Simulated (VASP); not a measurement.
# Ag (P6_3/mmc) in VASP: notebook

Ag is run at these levels: r2SCAN; tasks: single point.

All numbers are computed with VASP 6.6.1; they aren't measurements. Logs are shortened: lines on timing, memory, paths and dates and some standing lists are left out, and cuts for length are marked.

## 1. The cell of the first run

Symmetry: P6_3/mmc, No. 194, hexagonal system. The conventional cell has a = 2.915 Å, b = 2.915 Å, c = 4.715 Å, α = 90.00°, β = 90.00°, γ = 120.00°. Ag (site symmetry -6m2) has 12 Ag at 2.90 to 2.92 Å within 3.8 Å.

## 2. Single point, r2SCAN

Contents of POSCAR:

```
Ag
1.0
    2.9152311666      0.0000000000      0.0000000000
   -1.4576155833      2.5246642482      0.0000000000
    0.0000000000      0.0000000000      4.7145543034
Ag
2
Direct
    0.3333333333      0.6666666667      0.2500000000
    0.6666666667      0.3333333333      0.7500000000
```

Contents of INCAR.step1:

```
SYSTEM = Ag
PREC = Accurate
ENCUT = 520
ISMEAR = -1
SIGMA = 0.1
LREAL = .False.
LASPH = .True.
NELM = 60
NBANDS = 18
GGA = PE
ALGO = Normal
EDIFF = 1E-4
LWAVE = .True.
LCHARG = .False.
```

Contents of INCAR.step2:

```
SYSTEM = Ag
PREC = Accurate
ENCUT = 520
EDIFF = 1E-7
ISMEAR = -1
SIGMA = 0.1
LREAL = .False.
LASPH = .True.
NELM = 60
ALGO = Normal
ISIF = 2
LWAVE = .False.
LCHARG = .False.
METAGGA = R2SCAN
LMIXTAU = .True.
NBANDS = 18
ISTART = 1
```

Contents of KPOINTS:

```
regular mesh
0
Gamma
  14 14 8
  0 0 0
```

Potentials or basis: VASP PAW PBE potentials, release 64 (Ag).

Run with:

```
$ cat potpaw_PBE.64/Ag/POTCAR > POTCAR
$ cp INCAR.step1 INCAR
$ mpirun -np 1 vasp_std > vasp.out
$ cp INCAR.step2 INCAR
$ mpirun -np 1 vasp_std > vasp.out
```

OUTCAR:

```text
SYSTEM = Ag
   PREC = Accurate
   ENCUT = 520
   EDIFF = 1E-7
   ISMEAR = -1
   LREAL = .False.
   LASPH = .True.
   NELM = 60
   ISIF = 2
   METAGGA = R2SCAN
   ISTART = 1

 ion  position               nearest neighbor table
   1  0.333  0.667  0.250-   2 2.90   2 2.90   2 2.90   2 2.90   2 2.90   2 2.90
   2  0.667  0.333  0.750-   1 2.90   1 2.90   1 2.90   1 2.90   1 2.90   1 2.90

  LATTYP: Found a hexagonal cell.
 ALAT       =     2.9152311666
 C/A-ratio  =     1.6172145651

  Lattice vectors:

 A1 = (   2.9152311666,   0.0000000000,   0.0000000000)
 A2 = (  -1.4576155833,   2.5246642482,   0.0000000000)
 A3 = (   0.0000000000,   0.0000000000,   4.7145543034)

Analysis of symmetry for initial positions (statically):
=====================================================================
 Subroutine PRICEL returns:
 Original cell was already a primitive cell.

 Routine SETGRP: Setting up the symmetry group for a
 hexagonal supercell.

 Subroutine GETGRP returns: Found 24 space group operations
 (whereof 12 operations were pure point group operations)
 out of a pool of 24 trial point group operations.

The static configuration has the point symmetry D_3d.
 The point group associated with its full space group is D_6h.

Analysis of symmetry for dynamics (positions and initial velocities):
=====================================================================
 Subroutine PRICEL returns:
 Original cell was already a primitive cell.

 Routine SETGRP: Setting up the symmetry group for a
 hexagonal supercell.

 Subroutine GETGRP returns: Found 24 space group operations
 (whereof 12 operations were pure point group operations)
 out of a pool of 24 trial point group operations.

The dynamic configuration has the point symmetry D_3d.
 The point group associated with its full space group is D_6h.

 Subroutine INISYM returns: Found 24 space group operations
 (whereof 12 operations are pure point group operations),
 and found     1 'primitive' translations

----------------------------------------------------------------------------------------

                                     Primitive cell

  volume of cell :      34.6990

  direct lattice vectors                    reciprocal lattice vectors
     2.915231167  0.000000000  0.000000000     0.343025970  0.198046136  0.000000000
    -1.457615583  2.524664248  0.000000000     0.000000000  0.396092273  0.000000000
     0.000000000  0.000000000  4.714554303     0.000000000  0.000000000  0.212109128

  length of vectors
     2.915231167  2.915231167  4.714554303     0.396092273  0.396092273  0.212109128

  position of ions in fractional coordinates (direct lattice)
     0.333333333  0.666666667  0.250000000
     0.666666667  0.333333333  0.750000000

  ion indices of the primitive-cell ions
   primitive index   ion index
                 1           1
                 2           2

----------------------------------------------------------------------------------------

 KPOINTS: regular mesh

Automatic generation of k-mesh.
 Grid dimensions read from file:
 generate k-points for:   14   14    8

 Generating k-lattice:

  Cartesian coordinates                     Fractional coordinates (reciprocal lattice)
     0.024501855  0.014146153  0.000000000     0.071428571  0.000000000  0.000000000
     0.000000000  0.028292305  0.000000000     0.000000000  0.071428571  0.000000000
     0.000000000  0.000000000  0.026513641     0.000000000  0.000000000  0.125000000

  Length of vectors
     0.028292305  0.028292305  0.026513641

  Shift w.r.t. Gamma in fractional coordinates (k-lattice)
     0.000000000  0.000000000  0.000000000

 Subroutine IBZKPT returns following result:
 ===========================================

 Found    120 irreducible k-points:

 Following reciprocal coordinates:
            Coordinates               Weight
  0.000000  0.000000  0.000000      1.000000
  0.071429  0.000000  0.000000      6.000000
  0.142857  0.000000  0.000000      6.000000
  0.214286 -0.000000  0.000000      6.000000
  0.285714  0.000000  0.000000      6.000000
  0.357143  0.000000  0.000000      6.000000
[... 16 lines left out ...]
  0.285714  0.285714  0.000000      6.000000
  0.357143  0.285714  0.000000      6.000000
 [... further k-points ...]
   k-points           NKPTS =    120   k-points in BZ     NKDIM =    120   number of bands    NBANDS=     18
   number of dos      NEDOS =    301   number of ions     NIONS =      2
   total plane-waves  NPLWV =  20736
   dimension x,y,z NGX =    24 NGY =   24 NGZ =   36
   dimension x,y,z NGXF=    48 NGYF=   48 NGZF=   72
   ions per type =               2
   NGX,Y,Z   is equivalent  to a cutoff of  13.69, 13.69, 12.69 a.u.
   NGXF,Y,Z  is equivalent  to a cutoff of  27.37, 27.37, 25.39 a.u.
 SYSTEM =  Ag
   PREC   = accura    normal or accurate (medium, high low for compatibility)
   ISTART =      1    job   : 0-new  1-cont  2-samecut
   ICHARG =      0    charge: 1-file 2-atom 10-const
   ISPIN  =      1    spin polarized calculation?
   LNONCOLLINEAR =      F non collinear calculations
   LSORBIT =      F    spin-orbit coupling
   LASPH  =      T    aspherical Exc in radial PAW
   ENCUT  =  520.0 eV  38.22 Ry    6.18 a.u.   5.42  5.42  8.77*2*pi/ulx,y,z
   NELM   =     60;   NELMIN=  2; NELMDL=  0     # of ELM steps
   EDIFF  = 0.1E-06   stopping-criterion for ELM
   LREAL  =      F    real-space projection
   EDIFFG = 0.1E-05   stopping-criterion for IOM
   NSW    =      0    number of steps for IOM
   IBRION =     -1    ionic relax: 0-MD 1-quasi-New 2-CG
   NFREE  =      0    steps in history (QN), initial steepest desc. (CG)
   ISIF   =      2    stress and relaxation
   ISYM   =      2    0-nonsym 1-usesym 2-fastsym
   POTIM  = 0.5000    time-step for ionic-motion
   TEBEG  =    0.0;   TEEND  =   0.0 temperature during run
   PSTRESS=    0.0 pullay stress
   NELECT =      22.0000    total number of electrons
   NUPDOWN=      -1.0000    fix difference up-down
   EMIN   =  10.00;   EMAX   =-10.00  energy-range for DOS
   EFERMI =   0.00;   METHOD = LEGACY
   ISMEAR =    -1;   SIGMA  =   0.10  broadening in eV -4-tet -1-fermi 0-gaus
   EFERMI_NEDOS =   21; number of points for ismear=-14 and -15
   IALGO  =     38    algorithm
   IMIX   =      4    mixing-type and parameters
     AMIX     =   0.40;   BMIX     =  1.00
     AMIX_MAG =   1.60;   BMIX_MAG =  1.00
  volume/ion in A,a.u.               =      17.35       117.08
  Fermi-wavevector in a.u.,A,eV,Ry     =   1.406404  2.657717 26.911930  1.977971
  Thomas-Fermi vector in A             =   2.528767
   LORBIT       =      0    0 simple, 1 ext, 2 COOP (PROOUT), +10 PAW based schemes
   METAGGA = R2SCAN    functional components
   LHFCALC =     F    Hartree Fock is set to
   AEXX    =    0.0000 exact exchange contribution
   IVDW    =     0    specifies the selected vdW correction
   LEPSILON=     F    determine dielectric tensor
   LRPA    =     F    only Hartree local field effects (RPA)
 non-spin polarized calculation
  energy-cutoff  :      520.00
  volume of cell :       34.70
 maximum number of plane-waves:       966
 NGX is ok and might be reduce to    24
   NGX = 11   NGY = 11   NGZ = 17

 number of electron      22.0000010 magnetization

 Free energy of the ion-electron system (eV)
  ---------------------------------------------------
  ext. energy  EPLUGINS =         0.00000000
  ---------------------------------------------------
  free energy    TOTEN  =       -42.71313585 eV

  energy without entropy =      -42.69599036  energy(sigma->0) =      -42.70456311

 E-fermi :   8.1785     XC(G=0): -12.8439

 val. band max:        8.1615207820   @ k =   0.4286   0.0714   0.2500
 cond. band min:       8.2901223307   @ k =   0.5000   0.0000   0.0000
 fundamental gap:      0.1286015487
 Fermi energy:         8.1785396775

 k-point     1 :       0.0000    0.0000    0.0000
  band No.  band energies     occupation
      1       0.3688      2.00000
      2       1.5808      2.00000
      3       3.1554      2.00000
      4       3.2089      2.00000
      5       3.2089      2.00000
      6       3.4530      2.00000
[... 10 lines left out ...]
     17      26.8180      0.00000
     18      26.8180      0.00000

 k-point     2 :       0.0714    0.0000    0.0000
  band No.  band energies     occupation
      1       0.5115      2.00000
      2       1.6599      2.00000
      3       3.0404      2.00000
      4       3.2828      2.00000
      5       3.3182      2.00000
      6       3.4285      2.00000
[... 10 lines left out ...]
     17      26.7162      0.00000
     18      27.3514      0.00000

 k-point     3 :       0.1429    0.0000    0.0000
  band No.  band energies     occupation
      1       0.9158      2.00000
      2       1.8562      2.00000
      3       2.8955      2.00000
      4       3.3347      2.00000
      5       3.4468      2.00000
      6       3.4953      2.00000
[... 10 lines left out ...]
     17      26.8717      0.00000
     18      27.1740      0.00000

 k-point     4 :       0.2143   -0.0000    0.0000
  band No.  band energies     occupation
      1       1.4725      2.00000
      2       2.0163      2.00000
      3       2.8643      2.00000
      4       3.0344      2.00000
      5       3.2944      2.00000
      6       3.4481      2.00000
[... 10 lines left out ...]
     17      25.0608      0.00000
     18      26.7798      0.00000

 k-point     5 :       0.2857    0.0000    0.0000
  band No.  band energies     occupation
      1       1.8565      2.00000
      2       2.0048      2.00000
      3       2.6001      2.00000
      4       3.1553      2.00000
      5       3.3018      2.00000
      6       3.3726      2.00000
[... 10 lines left out ...]
     17      23.6540      0.00000
     18      25.5465      0.00000

 k-point     6 :       0.3571    0.0000    0.0000
  band No.  band energies     occupation
      1       1.7765      2.00000
      2       2.0398      2.00000
      3       2.2546      2.00000
      4       3.1802      2.00000
      5       3.4884      2.00000
      6       3.5825      2.00000
[... 10 lines left out ...]
     17      21.3169      0.00000
     18      25.2637      0.00000

 k-point     7 :       0.4286   -0.0000    0.0000
  band No.  band energies     occupation
      1       1.6578      2.00000
      2       2.0137      2.00000
      3       2.0379      2.00000
      4       3.1005      2.00000
      5       3.5020      2.00000
      6       3.6228      2.00000
[... 10 lines left out ...]
     17      19.7140      0.00000
     18      24.7657      0.00000

 k-point     8 :       0.5000    0.0000    0.0000
  band No.  band energies     occupation
      1       1.6131      2.00000
      2       1.9645      2.00000
      3       1.9952      2.00000
      4       3.0727      2.00000
      5       3.4743      2.00000
      6       3.6701      2.00000
[... 10 lines left out ...]
     17      19.1185      0.00000
     18      24.5952      0.00000
[... 229 lines left out ...]
     17      19.0669      0.00000
     18      23.2224      0.00000

 k-point    20 :       0.2143    0.2143    0.0000
  band No.  band energies     occupation
      1       2.2815      2.00000
      2       2.2912      2.00000
      3       2.3751      2.00000
      4       2.8951      2.00000
      5       3.0363      2.00000
      6       3.5228      2.00000
[... 10 lines left out ...]
     17      22.8477      0.00000
     18      23.0049      0.00000

 k-point    21 :       0.2857    0.2143    0.0000
  band No.  band energies     occupation
      1       2.0990      2.00000
      2       2.2399      2.00000
      3       2.4140      2.00000
      4       3.0119      2.00000
      5       3.1468      2.00000
      6       3.4647      2.00000
[... 10 lines left out ...]
     17      20.9951      0.00000
     18      22.2287      0.00000

 k-point    22 :       0.3571    0.2143    0.0000
  band No.  band energies     occupation
      1       2.0026      2.00000
      2       2.1787      2.00000
      3       2.4271      2.00000
      4       3.0355      2.00000
      5       3.3037      2.00000
      6       3.3474      2.00000
[... 10 lines left out ...]
     17      19.5126      0.00000
     18      22.0044      0.00000

 k-point    23 :       0.2857    0.2857    0.0000
  band No.  band energies     occupation
      1       2.0145      2.00000
      2       2.4131      2.00000
      3       2.4854      2.00000
      4       3.0360      2.00000
      5       3.0705      2.00000
      6       3.3187      2.00000
[... 10 lines left out ...]
     17      20.1961      0.00000
     18      20.3711      0.00000

 k-point    24 :       0.3571    0.2857    0.0000
  band No.  band energies     occupation
      1       1.9855      2.00000
      2       2.4577      2.00000
      3       2.5391      2.00000
      4       3.0265      2.00000
      5       3.0890      2.00000
      6       3.2217      2.00000
[... 10 lines left out ...]
     17      19.0839      0.00000
     18      20.1388      0.00000

 [... further k-points ...]

------------------------ aborting loop because EDIFF is reached ----------------------------------------

  FORCE on cell =-STRESS in cart. coord.  units (eV):
  Direction    XX          YY          ZZ          XY          YZ          ZX
  --------------------------------------------------------------------------------------
  -------------------------------------------------------------------------------------
  Total       -0.0416272     -0.0416272      0.1372416      0.0000000     -0.0000000      0.0000000
  in kB       -1.9220751     -1.9220751      6.3369338      0.0000000     -0.0000000      0.0000000
  external PRESSURE =       0.8309279 kB  Pullay stress =       0.0000000 kB

 VOLUME and BASIS-vectors are now :
 -----------------------------------------------------------------------------
  energy-cutoff  :      520.00
  volume of cell :       34.70
      direct lattice vectors                 reciprocal lattice vectors
     2.915231167  0.000000000  0.000000000     0.343025970  0.198046136  0.000000000
    -1.457615583  2.524664248  0.000000000     0.000000000  0.396092273  0.000000000
     0.000000000  0.000000000  4.714554303     0.000000000  0.000000000  0.212109128

 POSITION                                       TOTAL-FORCE (eV/Angst)
 -----------------------------------------------------------------------------------
     -0.00000      1.68311      1.17864        -0.000000     -0.000000      0.000000
      1.45762      0.84155      3.53592         0.000000      0.000000      0.000000
 -----------------------------------------------------------------------------------
    total drift:                               -0.000000      0.000000     -0.000000

  FREE ENERGIE OF THE ION-ELECTRON SYSTEM (eV)
  ---------------------------------------------------
  free  energy   TOTEN  =       -42.7131358458 eV

  energy  without entropy=      -42.6959903650  energy(sigma->0) =      -42.70456311
```

Run time: 3.2 min. Hardware: 1 thread of Intel Xeon 6975P-C, shared host; peak memory 0.21 GiB.

Results:

```yaml
Free_energy: -42.7131 eV
Pressure: 0.1 GPa
Band_gap_on_the_k_mesh: zero (band 11 reaches 11.94 eV, above the bottom of band 12 at 4.48 eV)
```

Caveat: the PAW data sets were made with another functional, which shifts forces and pressure a little.

(Continued in part 2 of 2.)
